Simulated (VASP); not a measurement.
Wanted: the native input for a VASP 6.6.1 run.

- Task: single point
- Functional: PBEsol
- Dispersion: D3(BJ)
- Potentials or basis: VASP PAW PBE potentials, release 64 (Li_sv)
- Cutoff: 520 eV
- k mesh: 16 × 16 × 10
- Occupations: gaussian, width 0.15 eV
- Spin: no spin polarisation
- Dipole correction: no
- Further INCAR settings: ALGO = Fast; EDIFF = 1e-07; NBANDS = 10

The structure of Li lies in POSCAR:

```
Li
1.0
    0.0000000000     -2.0954789853     -2.0954789853
    0.0000000000      2.0954789853     -2.0954789853
    4.1909579706      0.0000000000      0.0000000000
Li
2
Direct
    0.5760685271      0.4239314729      0.5000000000
   -0.0760685271      0.0760685271      0.0000000000
```

This cell differs from its parent crystal: mode 4 frozen in at -0.319 Å and mode 5 at +0.000 Å (largest displacements).

One way to write it, as run:

INCAR

```
PREC = Accurate
ENCUT = 520
EDIFF = 1E-7
ISMEAR = 0
SIGMA = 0.15
LREAL = F
LASPH = T
NELM = 60
ALGO = Fast
ISIF = 2
LWAVE = F
LCHARG = T
GGA = PS
IVDW = 12
LELF = T
LVHAR = T
NBANDS = 10
```

KPOINTS

```
regular mesh
0
Gamma
  16 16 10
```

Potentials or basis: VASP PAW PBE potentials, release 64 (Li_sv).

Run with:

```bash
$ cat potpaw_PBE.64/Li_sv/POTCAR > POTCAR
$ mpirun -np 1 vasp_std > vasp.out
```

Results of the run:

The largest force is 0.497 eV/Å, the band gap on the k mesh is zero (band 3 reaches 4.11 eV, above the bottom of band 4 at -1.20 eV) and the dispersion energy per atom is -0.165 eV.

Caveat: the cell differs from its parent crystal (mode 4 frozen in at -0.319 Å and mode 5 at +0.000 Å (largest displacements)); the PAW data sets were made with another functional, which shifts forces and pressure a little.

It took 92 s on 1 thread of Intel(R) Xeon(R) Platinum 8488C (Sapphire Rapids), with other jobs on the host, peak memory 0.24 GiB.
